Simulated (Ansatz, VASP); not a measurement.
Two plane-wave programs on LiRe3

File INCAR:

```
PREC = Accurate ; ENCUT = 520
EDIFF = 1E-6 ; ISMEAR = 0
SIGMA = 0.1 ; LREAL = F
LASPH = T ; NELM = 100
ALGO = Normal ; ISIF = 2
LWAVE = F ; LCHARG = F
GGA = PE ; NBANDS = 34
```

KPOINTS

```
Automatic mesh
0
Gamma
  6 6 4
```

Contents of POSCAR:

```
LiRe3
1.0
    5.4855589310      0.0000000000      0.0000000000
   -2.7427794655      4.7506333882      0.0000000000
    0.0000000000      0.0000000000      4.4030074217
Li Re
2 6
Direct
    0.3333333333      0.6666666667      0.2500000000
    0.6666666667      0.3333333333      0.7500000000
    0.8330000000      0.6660000000      0.2500000000
    0.1670000000      0.8330000000      0.7500000000
    0.3340000000      0.1670000000      0.2500000000
    0.1670000000      0.3340000000      0.7500000000
    0.8330000000      0.1670000000      0.2500000000
    0.6660000000      0.8330000000      0.7500000000
```

Input for Ansatz:

```yaml
crystal:
  lattice:
    - [5.485558931, 0.0, 0.0]
    - [-2.7427794655, 4.7506333882, 0.0]
    - [0.0, 0.0, 4.4030074217]
  atoms:
    - { symbol: Li, position: [0.3333333333, 0.6666666667, 0.25] }
    - { symbol: Li, position: [0.6666666667, 0.3333333333, 0.75] }
    - { symbol: Re, position: [0.833, 0.666, 0.25] }
    - { symbol: Re, position: [0.167, 0.833, 0.75] }
    - { symbol: Re, position: [0.334, 0.167, 0.25] }
    - { symbol: Re, position: [0.167, 0.334, 0.75] }
    - { symbol: Re, position: [0.833, 0.167, 0.25] }
    - { symbol: Re, position: [0.666, 0.833, 0.75] }
basis:
  ecutwfc: 420
kpoints:
  mp_grid: { grid: [6, 6, 4] }
hamiltonian:
  xc: pbe
scf:
  occupations: { method: gaussian, width: 0.1 }
  lower_state_search: "off"
output:
  forces: true
  stress: true
  eigenvalues: true
```

Alike in both runs: task single point; functional PBE; k mesh 6 × 6 × 4; occupations gaussian, width 0.1 eV; no spin polarisation.

|  | VASP | Ansatz |
| --- | --- | --- |
| version | VASP 6.6.1 | Ansatz 0.2.0 |
| potentials or method | VASP PAW PBE potentials, release 64 (Li_sv, Re), cutoff 520 eV | scalar-relativistic, plane waves, PAW |
| valence electrons in the cell | 48 | 96 |

|  | VASP | Ansatz | Ansatz less VASP |
| --- | --- | --- | --- |
| gap on the k mesh at the Fermi level (eV) | none | none | - |
| rms of the force components (eV/Å) | 0.206 | 0.209 | +0.0030 |

Atom by atom the forces differ by 0.003 eV/Å (rms over components). A gap of «none» marks a metal or a gap that the smearing closes. VASP's potentials hold 48 valence electrons a cell and Ansatz's 96, so a difference there can come from the potentials and not from the codes.

Spin-orbit coupling is off throughout. Noted on VASP's run: the cutoff is short for stress, so the pressure is rough.
